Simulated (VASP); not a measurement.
# MgS (P-3m1) in VASP: a series of runs

Runs on MgS. Level: PBE. Tasks: single point, relaxation of cell and atoms.

All numbers are computed with VASP 6.6.1; they aren't measurements. Logs are shortened: lines on timing, memory, paths and dates and some standing lists are left out, and cuts for length are marked.

## 1. The cell of the first run

The structure is trigonal, space group P-3m1 (No. 164). Conventional cell: a = 3.667 Å, b = 3.667 Å, c = 15.629 Å, α = 90.00°, β = 90.00°, γ = 120.00°. Mg (site symmetry 3m) has 6 S at 2.60 to 2.61 Å within 3.4 Å. Within 3.5 Å of Mg (site symmetry 3m) lie 6 S at 2.67 to 2.68 Å. Within 3.4 Å of Mg (site symmetry -3m) lie 6 S at 2.60 Å. S (site symmetry 3m) has 6 Mg at 2.61 to 2.67 Å and 1 S at 3.26 Å within 3.4 Å. Within 3.5 Å of S (site symmetry -3m) lie 6 Mg at 2.68 Å and 2 S at 3.26 Å. Within 3.4 Å of S (site symmetry 3m) lie 6 Mg at 2.60 Å.

## 2. Single point, PBE

INCAR

```
SYSTEM = MgS
  PREC = Accurate
  ENCUT = 520
  EDIFF = 1E-6
  ISMEAR = 0
  SIGMA = 0.02
  LREAL = .False.
  LASPH = .True.
  NELM = 60
  ALGO = Normal
  ISIF = 2
  LWAVE = .False.
  LCHARG = .True.
  GGA = PE
  LELF = .True.
  LVHAR = .True.
  NBANDS = 31
```

KPOINTS

```
Automatic mesh
0
Gamma
  9 9 3
  0 0 0
```

POSCAR

```
MgS
1.0
    3.6666736950      0.0000000000      0.0000000000
   -1.8333368475      3.1754325672      0.0000000000
    0.0000000000      0.0000000000     15.6285908802
Mg S
5 5
Direct
    0.0000000000      0.0000000000     -0.0060575654
    0.3333333333      0.6666666667      0.1953394983
    0.0000000000      0.0000000000      0.4046605017
    0.3333333333      0.6666666667      0.6060575654
    0.6666666667      0.3333333333      0.8000000000
    0.6666666667      0.3333333333      0.0912447082
    0.6666666667      0.3333333333      0.3000000000
    0.6666666667      0.3333333333      0.5087552918
    0.0000000000      0.0000000000      0.7029924402
    0.3333333333      0.6666666667      0.8970075598
```

Potentials or basis: VASP PAW PBE potentials, release 64 (Mg, S).

Command:

```console
$ cat potpaw_PBE.64/Mg/POTCAR potpaw_PBE.64/S/POTCAR > POTCAR
$ mpirun -np 1 vasp_std > vasp.out
```

OUTCAR:

```text
SYSTEM = MgS
   PREC = Accurate
   ENCUT = 520
   EDIFF = 1E-6
   ISMEAR = 0
   LREAL = .False.
   LASPH = .True.
   NELM = 60
   ISIF = 2
   GGA = PE

 ion  position               nearest neighbor table
   1  0.000  0.000  0.994-  10 2.60  10 2.60  10 2.60   6 2.61   6 2.61   6 2.61
   2  0.333  0.667  0.195-   6 2.67   6 2.67   6 2.67   7 2.68   7 2.68   7 2.68
   3  0.000  0.000  0.405-   8 2.67   8 2.67   8 2.67   7 2.68   7 2.68   7 2.68
   4  0.333  0.667  0.606-   9 2.60   9 2.60   9 2.60   8 2.61   8 2.61   8 2.61
   5  0.667  0.333  0.800-  10 2.60   9 2.60  10 2.60   9 2.60   9 2.60  10 2.60
   6  0.667  0.333  0.091-   1 2.61   1 2.61   1 2.61   2 2.67   2 2.67   2 2.67
   7  0.667  0.333  0.300-   2 2.68   2 2.68   3 2.68   3 2.68   3 2.68   2 2.68
   8  0.667  0.333  0.509-   4 2.61   4 2.61   4 2.61   3 2.67   3 2.67   3 2.67
   9  0.000  0.000  0.703-   4 2.60   4 2.60   4 2.60   5 2.60   5 2.60   5 2.60
  10  0.333  0.667  0.897-   1 2.60   1 2.60   1 2.60   5 2.60   5 2.60   5 2.60

  LATTYP: Found a hexagonal cell.
 ALAT       =     3.6666736950
 C/A-ratio  =     4.2623347972

  Lattice vectors:

 A1 = (   3.6666736950,   0.0000000000,   0.0000000000)
 A2 = (  -1.8333368475,   3.1754325672,   0.0000000000)
 A3 = (   0.0000000000,   0.0000000000,  15.6285908802)

Analysis of symmetry for initial positions (statically):
=====================================================================
 Subroutine PRICEL returns:
 Original cell was already a primitive cell.

 Routine SETGRP: Setting up the symmetry group for a
 hexagonal supercell.

 Subroutine GETGRP returns: Found 12 space group operations
 (whereof  6 operations were pure point group operations)
 out of a pool of 24 trial point group operations.

The static configuration has the point symmetry C_3v.
 The point group associated with its full space group is D_3d.

Analysis of symmetry for dynamics (positions and initial velocities):
=====================================================================
 Subroutine PRICEL returns:
 Original cell was already a primitive cell.

 Routine SETGRP: Setting up the symmetry group for a
 hexagonal supercell.

 Subroutine GETGRP returns: Found 12 space group operations
 (whereof  6 operations were pure point group operations)
 out of a pool of 24 trial point group operations.

The dynamic configuration has the point symmetry C_3v.
 The point group associated with its full space group is D_3d.

 Subroutine INISYM returns: Found 12 space group operations
 (whereof  6 operations are pure point group operations),
 and found     1 'primitive' translations

----------------------------------------------------------------------------------------

                                     Primitive cell

  volume of cell :     181.9680

  direct lattice vectors                    reciprocal lattice vectors
     3.666673695  0.000000000  0.000000000     0.272726750  0.157458863  0.000000000
    -1.833336848  3.175432567  0.000000000     0.000000000  0.314917725  0.000000000
     0.000000000  0.000000000 15.628590880     0.000000000  0.000000000  0.063985295

  length of vectors
     3.666673695  3.666673695 15.628590880     0.314917725  0.314917725  0.063985295

  position of ions in fractional coordinates (direct lattice)
     0.000000000  0.000000000  0.993942435
     0.333333333  0.666666667  0.195339498
     0.000000000  0.000000000  0.404660502
     0.333333333  0.666666667  0.606057565
     0.666666667  0.333333333  0.800000000
     0.666666667  0.333333333  0.091244708
     0.666666667  0.333333333  0.300000000
     0.666666667  0.333333333  0.508755292
     0.000000000  0.000000000  0.702992440
     0.333333333  0.666666667  0.897007560

  ion indices of the primitive-cell ions
   primitive index   ion index
                 1           1
                 2           2
                 3           3
                 4           4
                 5           5
                 6           6
                 7           7
                 8           8
                 9           9
                10          10

----------------------------------------------------------------------------------------

 KPOINTS: Automatic mesh

Automatic generation of k-mesh.
 Grid dimensions read from file:
 generate k-points for:    9    9    3

 Generating k-lattice:

  Cartesian coordinates                     Fractional coordinates (reciprocal lattice)
     0.030302972  0.017495429  0.000000000     0.111111111  0.000000000  0.000000000
     0.000000000  0.034990858  0.000000000     0.000000000  0.111111111  0.000000000
     0.000000000  0.000000000  0.021328432     0.000000000  0.000000000  0.333333333

  Length of vectors
     0.034990858  0.034990858  0.021328432

  Shift w.r.t. Gamma in fractional coordinates (k-lattice)
     0.000000000  0.000000000  0.000000000

 Subroutine IBZKPT returns following result:
 ===========================================

[... 37 lines left out ...]
   NFREE  =      0    steps in history (QN), initial steepest desc. (CG)
   ISIF   =      2    stress and relaxation
   ISYM   =      2    0-nonsym 1-usesym 2-fastsym
   POTIM  = 0.5000    time-step for ionic-motion
   TEBEG  =    0.0;   TEEND  =   0.0 temperature during run
   PSTRESS=    0.0 pullay stress
   NELECT =      40.0000    total number of electrons
   NUPDOWN=      -1.0000    fix difference up-down
   EMIN   =  10.00;   EMAX   =-10.00  energy-range for DOS
   EFERMI =   0.00;   METHOD = LEGACY
   ISMEAR =     0;   SIGMA  =   0.02  broadening in eV -4-tet -1-fermi 0-gaus
   EFERMI_NEDOS =   21; number of points for ismear=-14 and -15
   IALGO  =     38    algorithm
   IMIX   =      4    mixing-type and parameters
     AMIX     =   0.40;   BMIX     =  1.00
     AMIX_MAG =   1.60;   BMIX_MAG =  1.00
  volume/ion in A,a.u.               =      18.20       122.80
  Fermi-wavevector in a.u.,A,eV,Ry     =   0.988014  1.867076 13.281626  0.976172
  Thomas-Fermi vector in A             =   2.119510
   LORBIT       =      0    0 simple, 1 ext, 2 COOP (PROOUT), +10 PAW based schemes
   GGA     = PE    functional components
   LHFCALC =     F    Hartree Fock is set to
   AEXX    =    0.0000 exact exchange contribution
   IVDW    =     0    specifies the selected vdW correction
   LEPSILON=     F    determine dielectric tensor
   LRPA    =     F    only Hartree local field effects (RPA)
 non-spin polarized calculation
 Gauss-broadening in eV      SIGMA  =   0.02
  energy-cutoff  :      520.00
  volume of cell :      181.97
 maximum number of plane-waves:      4929
   NGX = 13   NGY = 13   NGZ = 59

 number of electron      40.0000001 magnetization

 Free energy of the ion-electron system (eV)
  ---------------------------------------------------
  ext. energy  EPLUGINS =         0.00000000
  ---------------------------------------------------
  free energy    TOTEN  =       -41.56498823 eV

  energy without entropy =      -41.56498823  energy(sigma->0) =      -41.56498823

 E-fermi :   3.8230     XC(G=0):  -9.5416

 val. band max:        3.7313305490   @ k =   0.0000   0.0000   0.0000
 cond. band min:       5.9487676121   @ k =   0.4444   0.0000   0.0000
 fundamental gap:      2.2174370631
 Fermi energy:         3.8229891463

 k-point     1 :       0.0000    0.0000    0.0000
  band No.  band energies     occupation
      1      -9.0435      2.00000
      2      -8.6985      2.00000
      3      -8.6776      2.00000
      4      -7.9768      2.00000
      5      -7.9716      2.00000
      6      -1.1377      2.00000
[... 23 lines left out ...]
     30      10.8097      0.00000
     31      11.3621      0.00000

 k-point     2 :       0.1111    0.0000    0.0000
  band No.  band energies     occupation
      1      -8.9400      2.00000
      2      -8.6022      2.00000
      3      -8.5859      2.00000
      4      -7.9037      2.00000
      5      -7.8978      2.00000
      6      -1.0239      2.00000
[... 740 lines left out ...]
 k-point    24 :      -0.1111    0.3333    0.3333
  band No.  band energies     occupation
      1      -8.3691      2.00000
      2      -8.2645      2.00000
      3      -7.9310      2.00000
      4      -7.7216      2.00000
      5      -7.4472      2.00000
      6      -0.5325      2.00000
[... 23 lines left out ...]
     30      10.4797      0.00000
     31      10.8677      0.00000

 [... further k-points ...]

------------------------ aborting loop because EDIFF is reached ----------------------------------------

  FORCE on cell =-STRESS in cart. coord.  units (eV):
  Direction    XX          YY          ZZ          XY          YZ          ZX
  --------------------------------------------------------------------------------------
  -------------------------------------------------------------------------------------
  Total       -0.2644240     -0.2644240     -0.2743064      0.0000000     -0.0000000      0.0000000
  in kB       -2.3281799     -2.3281799     -2.4151912      0.0000000     -0.0000000      0.0000000
  external PRESSURE =      -2.3571837 kB  Pullay stress =       0.0000000 kB

 VOLUME and BASIS-vectors are now :
 -----------------------------------------------------------------------------
  energy-cutoff  :      520.00
  volume of cell :      181.97
      direct lattice vectors                 reciprocal lattice vectors
     3.666673695  0.000000000  0.000000000     0.272726750  0.157458863  0.000000000
    -1.833336848  3.175432567  0.000000000     0.000000000  0.314917725  0.000000000
     0.000000000  0.000000000 15.628590880     0.000000000  0.000000000  0.063985295

 POSITION                                       TOTAL-FORCE (eV/Angst)
 -----------------------------------------------------------------------------------
      0.00000      0.00000     15.53392        -0.000000     -0.000000      0.001692
     -0.00000      2.11696      3.05288         0.000000      0.000000      0.000209
      0.00000      0.00000      6.32427        -0.000000     -0.000000     -0.000209
     -0.00000      2.11696      9.47183        -0.000000      0.000000     -0.001692
      1.83334      1.05848     12.50287         0.000000      0.000000      0.000000
      1.83334      1.05848      1.42603         0.000000      0.000000     -0.002827
      1.83334      1.05848      4.68858        -0.000000      0.000000      0.000000
      1.83334      1.05848      7.95113        -0.000000     -0.000000      0.002827
      0.00000      0.00000     10.98678         0.000000     -0.000000      0.000949
     -0.00000      2.11696     14.01896        -0.000000      0.000000     -0.000949
 -----------------------------------------------------------------------------------
    total drift:                               -0.000000      0.000000     -0.000002

  FREE ENERGIE OF THE ION-ELECTRON SYSTEM (eV)
  ---------------------------------------------------
  free  energy   TOTEN  =       -41.5649882312 eV

  energy  without entropy=      -41.5649882312  energy(sigma->0) =      -41.56498823
```

Wall time 84 s (1 thread of Intel Xeon 6975P-C (Granite Rapids), shared host); peak memory 0.36 GiB.

Results:

```yaml
Free_energy: -41.5650 eV
Pressure: -0.2 GPa
Band_gap_on_the_k_mesh: 2.22 eV (least direct gap 2.59 eV)
```

Forces on the atoms (eV/Å):
```
Mg   0.000  0.000  0.002
Mg   0.000  0.000  0.000
Mg   0.000  0.000  0.000
Mg   0.000  0.000 -0.002
Mg   0.000  0.000  0.000
S    0.000  0.000 -0.003
S    0.000  0.000  0.000
S    0.000  0.000  0.003
S    0.000  0.000  0.001
S    0.000  0.000 -0.001
```

Levels at points of the mesh, in eV from the valence-band top:
```
           k point  band 18  band 19  band 20  band 21  band 22  band 23
(0.00, 0.00, 0.00)    -0.23     0.00     0.00     2.78     4.20     4.35
```

Caveat: an odd mesh through Γ misses points on the zone boundary, where band edges can lie.

## 3. Single point, PBE

This run uses another cell than the first one: it holds 14 atoms, not 10.

INCAR

```
PREC     = Accurate       # precision mode
ENCUT    = 520            # plane-wave cutoff, eV
EDIFF    = 1E-6           # SCF threshold, eV
ISMEAR   = 0              # smearing method
SIGMA    = 0.02           # smearing width, eV
LREAL    = False          # projectors in reciprocal space
LASPH    = True           # aspherical terms in the spheres
NELM     = 60             # most SCF steps
ALGO     = Normal         # electronic algorithm
ISIF     = 2              # what is computed and relaxed
LWAVE    = False          # write WAVECAR
LCHARG   = False          # write CHGCAR
GGA      = PE             # functional
NBANDS   = 41             # bands
```

KPOINTS

```
regular mesh
0
Gamma
  9 9 2
```

POSCAR

```
MgS
1.0
    3.6525203271      0.0000000000      0.0000000000
   -1.8262601636      3.1631753911      0.0000000000
    0.0000000000      0.0000000000     22.2122770766
Mg S
7 7
Direct
    0.0000000000      0.0000000000      0.0059775384
    0.3333333333      0.6666666667      0.1428571429
    0.6666666667      0.3333333333      0.2797367473
    0.0000000000      0.0000000000      0.4216382312
    0.6666666667      0.3333333333      0.5690874402
    0.0000000000      0.0000000000      0.7166268455
    0.6666666667      0.3333333333      0.8640760545
    0.6666666667      0.3333333333      0.0743678414
    0.0000000000      0.0000000000      0.2113464443
    0.3333333333      0.6666666667      0.3483679938
    0.3333333333      0.6666666667      0.4952991817
    0.3333333333      0.6666666667      0.6428571429
    0.3333333333      0.6666666667      0.7904151041
    0.3333333333      0.6666666667      0.9373462919
```

Potentials or basis: VASP PAW PBE potentials, release 64 (Mg, S).

Command:

```console
$ cat potpaw_PBE.64/Mg/POTCAR potpaw_PBE.64/S/POTCAR > POTCAR
$ mpirun -np 1 vasp_std > vasp.out
```

It took 2.7 min on 1 thread of Intel Xeon 6975P-C (Granite Rapids), shared host; peak memory 0.44 GiB.

Results (log left out):

```
Free energy            : -57.5981 eV
Pressure               : -0.2 GPa
Largest force          : 0.008 eV/Å
Band gap on the k mesh : 1.83 eV (least direct gap 1.95 eV)
```

Forces on the atoms (eV/Å):
```
Mg   0.000  0.000  0.004
Mg   0.000  0.000  0.000
Mg   0.000  0.000 -0.004
Mg   0.000  0.000 -0.002
Mg   0.000  0.000 -0.001
Mg   0.000  0.000  0.001
Mg   0.000  0.000  0.002
S    0.000  0.000  0.008
S    0.000  0.000 -0.008
S    0.000  0.000 -0.006
S    0.000  0.000 -0.001
S    0.000  0.000  0.000
S    0.000  0.000  0.001
S    0.000  0.000  0.006
```

Levels at points of the mesh, in eV from the valence-band top:
| k point | band 26 | band 27 | band 28 | band 29 | band 30 | band 31 |
| --- | --- | --- | --- | --- | --- | --- |
| (0.00, 0.00, 0.00) | -0.17 | 0.00 | 0.00 | 2.50 | 3.36 | 3.79 |
| (0.00, 0.00, 0.50) | -0.13 | -0.01 | -0.01 | 2.63 | 3.15 | 4.07 |

Caveat: an odd mesh through Γ misses points on the zone boundary, where band edges can lie.

## 4. Relaxation of cell and atoms, PBE

This run uses another cell than the first one, of 17.88 Å³/atom.

INCAR

```
SYSTEM = MgS
PREC = Accurate
ENCUT = 600
EDIFF = 1E-6
ISMEAR = 0
SIGMA = 0.02
LREAL = .FALSE.
LASPH = .TRUE.
NELM = 60
ALGO = Normal
ISIF = 3
LWAVE = .FALSE.
LCHARG = .FALSE.
GGA = PE
IBRION = 2
NSW = 65
EDIFFG = -0.01
```

KPOINTS

```
regular mesh
0
G
  9 9 3
  0 0 0
```

POSCAR

```
MgS
1.0
    3.6979480323      0.0000000000      0.0000000000
   -1.8489740162      3.2025169379      0.0000000000
    0.0000000000      0.0000000000     15.0968651928
Mg S
5 5
Direct
    0.0000000000      0.0000000000      0.0000000000
    0.3333333333      0.6666666667      0.2000000000
    0.0000000000      0.0000000000      0.4000000000
    0.3333333333      0.6666666667      0.6000000000
    0.6666666667      0.3333333333      0.8000000000
    0.6666666667      0.3333333333      0.1000000000
    0.6666666667      0.3333333333      0.3000000000
    0.6666666667      0.3333333333      0.5000000000
    0.0000000000      0.0000000000      0.7000000000
    0.3333333333      0.6666666667      0.9000000000
```

Command:

```console
$ cat potpaw_PBE.64/Mg/POTCAR potpaw_PBE.64/S/POTCAR > POTCAR
$ mpirun -np 1 vasp_std > vasp.out
```

Run time: 12 min. Hardware: 1 thread of AMD EPYC 9R45 (Zen 5), shared host; peak memory 0.4 GiB.

It converged, with:

- Free energy: -41.5668 eV
- Relaxed volume: 18.12 Å³/atom
- Relaxed cell: a = 3.661 Å, b = 3.661 Å, c = 15.605 Å, α = 90.00°, β = 90.00°, γ = 120.00°
- Space group after relaxing (to 0.1 Å): P-3m1 (No. 164)
- Energy gained by relaxing: 28.9 meV/atom
- Ionic steps: 11
- Pressure after relaxing: 0.1 GPa
- Largest force after relaxing: 0.007 eV/Å
- Band gap on the k mesh: 2.22 eV (least direct gap 2.59 eV)

Forces in eV/Å, atoms in the order of the input:
```
Mg   0.000  0.000 -0.007
Mg   0.000  0.000 -0.006
Mg   0.000  0.000  0.006
Mg   0.000  0.000  0.007
Mg   0.000  0.000  0.000
S    0.000  0.000  0.004
S    0.000  0.000  0.000
S    0.000  0.000 -0.004
S    0.000  0.000  0.003
S    0.000  0.000 -0.003
```

Step by step:
| step | energy change (eV) | largest force (eV/Å) | pressure (GPa) | volume (Å³) |
| --- | --- | --- | --- | --- |
| 1 | 0.0000 | 0.9360 | 1.55 | 178.79 |
| 2 | -0.2195 | 0.2951 | -0.64 | 183.18 |
| 3 | -0.2232 | 0.2518 | -0.93 | 183.83 |
| 4 | -0.2475 | 0.2052 | 0.00 | 181.33 |
| 5 | -0.2523 | 0.1730 | 0.66 | 179.66 |
| 6 | -0.2715 | 0.1166 | 0.42 | 180.24 |
| 7 | -0.2856 | 0.1088 | 0.00 | 181.32 |
| 8 | -0.2883 | 0.0320 | -0.05 | 181.43 |
| 9 | -0.2884 | 0.0385 | -0.05 | 181.45 |
| 10 | -0.2886 | 0.0138 | 0.03 | 181.21 |
| 11 | -0.2886 | 0.0074 | 0.06 | 181.15 |

Final structure:
```xyz
10
Lattice="3.6612 0.0000 0.0000 -1.8306 3.1707 0.0000 0.0000 0.0000 15.6048" Properties=species:S:1:pos:R:3 pbc="T T T"
Mg    0.0000    0.0000   15.5118
Mg    0.0000    2.1138    3.0492
Mg    0.0000    0.0000    6.3137
Mg    0.0000    2.1138    9.4560
Mg    1.8306    1.0569   12.4839
S     1.8306    1.0569    1.4243
S     1.8306    1.0569    4.6815
S     1.8306    1.0569    7.9386
S     0.0000    0.0000   10.9692
S     0.0000    2.1138   13.9986
```

Levels at points of the mesh, in eV from the valence-band top:
```csv
k point,band 17,band 18,band 19,band 20,band 21,band 22,band 23,band 24
"(0.00, 0.00, 0.00)",-0.28,-0.23,0.00,0.00,2.81,4.22,4.38,4.65
```

Caveat: an odd mesh through Γ misses points on the zone boundary, where band edges can lie.

## 5. The runs side by side

```csv
task,cell,k mesh,cutoff (eV),gap on the mesh (eV),pressure (GPa),largest force (eV/Å)
single point,"a = 3.667, b = 3.667, c = 15.629 Å, angles 90.0, 90.0, 120.0°, 10 atoms, atomic positions A",9 × 9 × 3,520,2.22,-0.2,-
single point,"a = 3.653, b = 3.653, c = 22.212 Å, angles 90.0, 90.0, 120.0°, 14 atoms, atomic positions B",9 × 9 × 2,520,1.83,-0.2,0.01
relaxation of cell and atoms,"relaxed from a = 3.698, b = 3.698, c = 15.097 Å, angles 90.0, 90.0, 120.0°, 10 atoms, atomic positions C",9 × 9 × 3,600,2.22,0.1,0.01
```

Alike in all rows: level PBE; potentials or basis VASP PAW PBE potentials, release 64 (Mg, S); no spin polarisation; smearing gaussian 0.02 eV.

Caveats: an odd mesh through Γ misses points on the zone boundary, where band edges can lie.

Total energies depend on the potentials used, so only differences within one code and one set of settings carry meaning.
